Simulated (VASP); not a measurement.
# BiMo (Fm-3m) in VASP: further runs, part 2 of 2

VASP 6.6.1.

## 4. Single point, r2SCAN+U

This run uses another cell than the first one, of 22.60 Å³/atom.

File POSCAR:

```
BiMo
1.0
    0.0000000000      2.8274289403      2.8274289403
    2.8274289403      0.0000000000      2.8274289403
    2.8274289403      2.8274289403      0.0000000000
Mo Bi
1 1
Direct
    0.5000000000      0.5000000000      0.5000000000
    0.0000000000      0.0000000000      0.0000000000
```

File INCAR.step1:

```
ALGO = Normal
EDIFF = 1E-4
ENCUT = 520
GGA = PE
ISMEAR = -5
LASPH = True
LCHARG = False
LDAU = True
LDAUJ = 0 0
LDAUL = 2 -1
LDAUTYPE = 2
LDAUU = 8 0
LMAXMIX = 4
LREAL = False
LWAVE = True
NBANDS = 22
NELM = 150
PREC = Accurate
SIGMA = 0.1
```

File INCAR.step2:

```
ALGO = Normal
EDIFF = 1E-6
ENCUT = 520
ISIF = 2
ISMEAR = -5
ISTART = 1
LASPH = True
LCHARG = False
LDAU = True
LDAUJ = 0 0
LDAUL = 2 -1
LDAUPRINT = 1
LDAUTYPE = 2
LDAUU = 8 0
LMAXMIX = 4
LMIXTAU = True
LREAL = False
LWAVE = False
METAGGA = R2SCAN
NBANDS = 22
NELM = 150
PREC = Accurate
SIGMA = 0.1
```

File KPOINTS:

```
k-points
0
Gamma
  10 10 10
```

Potentials or basis: VASP PAW PBE potentials, release 64 (Mo_sv, Bi_d).

The run is started by

```console
> cat potpaw_PBE.64/Mo_sv/POTCAR potpaw_PBE.64/Bi_d/POTCAR > POTCAR
> cp INCAR.step1 INCAR
> mpirun -np 1 vasp_std > vasp.out
> cp INCAR.step2 INCAR
> mpirun -np 1 vasp_std > vasp.out
```

OUTCAR:

```text
EDIFF = 1E-6
   ENCUT = 520
   ISIF = 2
   ISMEAR = -5
   ISTART = 1
   LASPH = True
   LREAL = False
   METAGGA = R2SCAN
   NELM = 150
   PREC = Accurate

 ion  position               nearest neighbor table
   1  0.500  0.500  0.500-   2 2.83   2 2.83   2 2.83   2 2.83   2 2.83   2 2.83
   2  0.000  0.000  0.000-   1 2.83   1 2.83   1 2.83   1 2.83   1 2.83   1 2.83

  LATTYP: Found a face centered cubic cell.
 ALAT       =     5.6548578806

  Lattice vectors:

 A1 = (   0.0000000000,   2.8274289403,   2.8274289403)
 A2 = (   2.8274289403,   0.0000000000,   2.8274289403)
 A3 = (   2.8274289403,   2.8274289403,   0.0000000000)

Analysis of symmetry for initial positions (statically):
=====================================================================
 Subroutine PRICEL returns:
 Original cell was already a primitive cell.

 Routine SETGRP: Setting up the symmetry group for a
 face centered cubic supercell.

 Subroutine GETGRP returns: Found 48 space group operations
 (whereof 48 operations were pure point group operations)
 out of a pool of 48 trial point group operations.

The static configuration has the point symmetry O_h .

Analysis of symmetry for dynamics (positions and initial velocities):
=====================================================================
 Subroutine PRICEL returns:
 Original cell was already a primitive cell.

 Routine SETGRP: Setting up the symmetry group for a
 face centered cubic supercell.

 Subroutine GETGRP returns: Found 48 space group operations
 (whereof 48 operations were pure point group operations)
 out of a pool of 48 trial point group operations.

The dynamic configuration has the point symmetry O_h .

 Subroutine INISYM returns: Found 48 space group operations
 (whereof 48 operations are pure point group operations),
 and found     1 'primitive' translations

----------------------------------------------------------------------------------------

                                     Primitive cell

  volume of cell :      45.2069

  direct lattice vectors                    reciprocal lattice vectors
     0.000000000  2.827428940  2.827428940    -0.176839104  0.176839104  0.176839104
     2.827428940  0.000000000  2.827428940     0.176839104 -0.176839104  0.176839104
     2.827428940  2.827428940  0.000000000     0.176839104  0.176839104 -0.176839104

  length of vectors
     3.998588354  3.998588354  3.998588354     0.306294313  0.306294313  0.306294313

  position of ions in fractional coordinates (direct lattice)
     0.500000000  0.500000000  0.500000000
     0.000000000  0.000000000  0.000000000

  ion indices of the primitive-cell ions
   primitive index   ion index
                 1           1
                 2           2

----------------------------------------------------------------------------------------

 KPOINTS: k-points

Automatic generation of k-mesh.
 Grid dimensions read from file:
 generate k-points for:   10   10   10
[... 84 lines left out ...]
   IMIX   =      4    mixing-type and parameters
     AMIX     =   0.40;   BMIX     =  1.00
     AMIX_MAG =   1.60;   BMIX_MAG =  1.00
  volume/ion in A,a.u.               =      22.60       152.54
  Fermi-wavevector in a.u.,A,eV,Ry     =   1.411906  2.668116 27.122924  1.993479
  Thomas-Fermi vector in A             =   2.533709
   LORBIT       =      0    0 simple, 1 ext, 2 COOP (PROOUT), +10 PAW based schemes
 LDA+U is selected, type is set to LDAUTYPE =  2
   angular momentum for each species LDAUL =     2   -1
   U (eV)           for each species LDAUU =   8.0  0.0
   J (eV)           for each species LDAUJ =   0.0  0.0
   METAGGA = R2SCAN    functional components
   LHFCALC =     F    Hartree Fock is set to
   AEXX    =    0.0000 exact exchange contribution
   IVDW    =     0    specifies the selected vdW correction
   LEPSILON=     F    determine dielectric tensor
   LRPA    =     F    only Hartree local field effects (RPA)
 non-spin polarized calculation
 Fermi weights with tetrahedron method with Bloechl corrections
  energy-cutoff  :      520.00
  volume of cell :       45.21
 maximum number of plane-waves:      1243
 NGX is ok and might be reduce to    30
   NGX = 15   NGY = 15   NGZ = 15

atom =   1  type =  1  l = 2

 onsite density matrix

spin component  1

  0.5110  0.0000  0.0000 -0.0000 -0.0000
  0.0000  0.5110  0.0000 -0.0000 -0.0000
  0.0000  0.0000  0.2145  0.0000  0.0000
 -0.0000 -0.0000  0.0000  0.5110  0.0000
 -0.0000 -0.0000  0.0000  0.0000  0.2145

spin component  2

  0.5110  0.0000  0.0000 -0.0000 -0.0000
  0.0000  0.5110  0.0000 -0.0000 -0.0000
  0.0000  0.0000  0.2145  0.0000  0.0000
 -0.0000 -0.0000  0.0000  0.5110  0.0000
 -0.0000 -0.0000  0.0000  0.0000  0.2145

 occupancies and eigenvectors

  o =  0.2145  v =  0.0000  0.0000 -0.9981 -0.0000  0.0622  0.0000  0.0000  0.0000  0.0000  0.0000      0.0000  0.0000  0.0000  0.0000  0.0000  0.0000  0.0000  0.0000  0.0000  0.0000
  o =  0.2145  v =  0.0000  0.0000  0.0000  0.0000  0.0000  0.0000  0.0000 -0.9981 -0.0000  0.0622      0.0000  0.0000  0.0000  0.0000  0.0000  0.0000  0.0000  0.0000  0.0000  0.0000
  o =  0.2145  v =  0.0000  0.0000  0.0000  0.0000  0.0000 -0.0000  0.0000 -0.0622 -0.0000 -0.9981      0.0000  0.0000  0.0000  0.0000  0.0000  0.0000  0.0000  0.0000  0.0000  0.0000
  o =  0.2145  v = -0.0000  0.0000 -0.0622 -0.0000 -0.9981  0.0000  0.0000  0.0000  0.0000  0.0000      0.0000  0.0000  0.0000  0.0000  0.0000  0.0000  0.0000  0.0000  0.0000  0.0000
  o =  0.5110  v =  1.0000 -0.0063  0.0000  0.0032 -0.0000  0.0000  0.0000  0.0000  0.0000  0.0000      0.0000  0.0000  0.0000  0.0000  0.0000  0.0000  0.0000  0.0000  0.0000  0.0000
  o =  0.5110  v =  0.0000  0.0000  0.0000  0.0000  0.0000  1.0000 -0.0063  0.0000  0.0032 -0.0000      0.0000  0.0000  0.0000  0.0000  0.0000  0.0000  0.0000  0.0000  0.0000  0.0000
  o =  0.5110  v = -0.0067 -0.9920 -0.0000  0.1263 -0.0000  0.0000  0.0000  0.0000  0.0000  0.0000      0.0000  0.0000  0.0000  0.0000  0.0000  0.0000  0.0000  0.0000  0.0000  0.0000
  o =  0.5110  v =  0.0000  0.0000  0.0000  0.0000  0.0000 -0.0067 -0.9920 -0.0000  0.1263 -0.0000      0.0000  0.0000  0.0000  0.0000  0.0000  0.0000  0.0000  0.0000  0.0000  0.0000
  o =  0.5110  v = -0.0023  0.1263 -0.0000  0.9920  0.0000  0.0000  0.0000  0.0000  0.0000  0.0000      0.0000  0.0000  0.0000  0.0000  0.0000  0.0000  0.0000  0.0000  0.0000  0.0000
  o =  0.5110  v =  0.0000  0.0000  0.0000  0.0000  0.0000 -0.0023  0.1263 -0.0000  0.9920  0.0000      0.0000  0.0000  0.0000  0.0000  0.0000  0.0000  0.0000  0.0000  0.0000  0.0000

 number of electron      28.9999997 magnetization

 Free energy of the ion-electron system (eV)
  ---------------------------------------------------
  ext. energy  EPLUGINS =         0.00000000
  ---------------------------------------------------
  free energy    TOTEN  =       -72.52633674 eV

  energy without entropy =      -72.52633674  energy(sigma->0) =      -72.52633674

 E-fermi :   9.7127     XC(G=0): -12.4263

 val. band max:        9.9996356954   @ k =   0.1000   0.0000   0.0000
 cond. band min:       9.6177535259   @ k =  -0.1000   0.1000   0.0000
 fundamental gap:     -0.3818821695
 Fermi energy:         9.7127145356

 k-point     1 :       0.0000    0.0000    0.0000
  band No.  band energies     occupation
      1     -53.5200      2.00000
      2     -26.9071      2.00000
      3     -26.9071      2.00000
      4     -26.9071      2.00000
      5     -13.5877      2.00000
      6     -13.5877      2.00000
[... 589 lines left out ...]
     21      21.2530      0.00000
     22      21.4907      0.00000

 [... further k-points ...]

------------------------ aborting loop because EDIFF is reached ----------------------------------------

  FORCE on cell =-STRESS in cart. coord.  units (eV):
  Direction    XX          YY          ZZ          XY          YZ          ZX
  --------------------------------------------------------------------------------------
  -------------------------------------------------------------------------------------
  Total        2.3346374      2.3346374      2.3346374     -0.0000000     -0.0000000      0.0000000
  in kB       82.7417946     82.7417946     82.7417946     -0.0000000     -0.0000000      0.0000000
  external PRESSURE =      82.7417946 kB  Pullay stress =       0.0000000 kB

 VOLUME and BASIS-vectors are now :
 -----------------------------------------------------------------------------
  energy-cutoff  :      520.00
  volume of cell :       45.21
      direct lattice vectors                 reciprocal lattice vectors
     0.000000000  2.827428940  2.827428940    -0.176839104  0.176839104  0.176839104
     2.827428940  0.000000000  2.827428940     0.176839104 -0.176839104  0.176839104
     2.827428940  2.827428940  0.000000000     0.176839104  0.176839104 -0.176839104

 POSITION                                       TOTAL-FORCE (eV/Angst)
 -----------------------------------------------------------------------------------
      2.82743      2.82743      2.82743         0.000000     -0.000000     -0.000000
      0.00000      0.00000      0.00000        -0.000000      0.000000      0.000000
 -----------------------------------------------------------------------------------
    total drift:                                0.000000      0.000000      0.000000

  FREE ENERGIE OF THE ION-ELECTRON SYSTEM (eV)
  ---------------------------------------------------
  free  energy   TOTEN  =       -72.5263367414 eV

  energy  without entropy=      -72.5263367414  energy(sigma->0) =      -72.52633674
```

Run time: 1.8 min. Hardware: 1 thread of Intel Xeon 6975P-C (Granite Rapids), shared host; peak memory 0.2 GiB.

What came out:

```yaml
Free_energy: -72.5263 eV
Pressure: 8.3 GPa
Band_gap_on_the_k_mesh: zero (an odd number of electrons rules out a gap without spin polarisation)
```

Eigenvalues of the final occupation matrices:
```csv
site,spin,trace,eigenvalues
site 1 d,1,1.96,0.21 0.21 0.51 0.51 0.51
site 1 d,2,1.96,0.21 0.21 0.51 0.51 0.51
```

Caveat: the cell stands under pressure; the PAW data sets were made with another functional, which shifts forces and pressure a little; spin-orbit coupling is left out, which moves the levels of the heavy elements; U without spin polarisation on a metal has little footing; the U is typed as a test and isn't derived for this compound; tetrahedron occupations give inexact forces and stress in metals.

## 5. Summary

| level | U | cell | smearing | gap on the mesh (eV) | pressure (GPa) |
| --- | --- | --- | --- | --- | --- |
| r2SCAN | - | a = 4.051 Å, angles 60.0°, 2 atoms | gaussian 0.05 eV | none | -3.8 |
| r2SCAN | - | a = 4.090 Å, angles 60.0°, 2 atoms | gaussian 0.05 eV | none | -6.3 |
| r2SCAN+U | Mo d U = 8.0 eV | a = 3.999 Å, angles 60.0°, 2 atoms | tetrahedron | none | 8.3 |

Alike in all rows: task single point; potentials or basis VASP PAW PBE potentials, release 64 (Mo_sv, Bi_d); no spin polarisation; k mesh 10 × 10 × 10; cutoff (eV) 520.

Caveats: the PAW data sets were made with another functional, which shifts forces and pressure a little; spin-orbit coupling is left out, which moves the levels of the heavy elements; the cell stands under tension (at least some runs); the cell stands under pressure (at least some runs); U without spin polarisation on a metal has little footing (at least some runs); the U is typed as a test and isn't derived for this compound (at least some runs); tetrahedron occupations give inexact forces and stress in metals (at least some runs).

Total energies depend on the potentials used, so only differences within one code and one set of settings carry meaning.
